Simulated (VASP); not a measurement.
AlN:

```
Al N
1.0
     3.13023    0.00000    0.00000
    -1.56512    2.71086    0.00000
     0.00000    0.00000    5.01807
Al N
2 2
Direct
  0.33333 0.66667 0.00173
  0.66667 0.33333 0.50173
  0.33333 0.66667 0.38327
  0.66667 0.33333 0.88327
```

Base run:

* Program: VASP 6.6.1
* Functional: PBE
* Potentials or basis: VASP PAW PBE potentials, release 64 (Al, N)
* Cutoff: 520 eV
* k mesh: 12 × 12 × 8
* Occupations: tetrahedron
* Spin: no spin polarisation

Its results: band gap on the k mesh 4.04 eV; pressure -0.3 GPa.

Q: The run is repeated on the same cell with these changes: occupations from tetrahedron to gaussian, width 0.05 eV; dispersion from none to D4. What comes out?

A: Band gap on the k mesh 4.04 eV; pressure -4.8 GPa.

Caveats: the cell stands under tension (at least some runs).

A k mesh can miss the band edges.
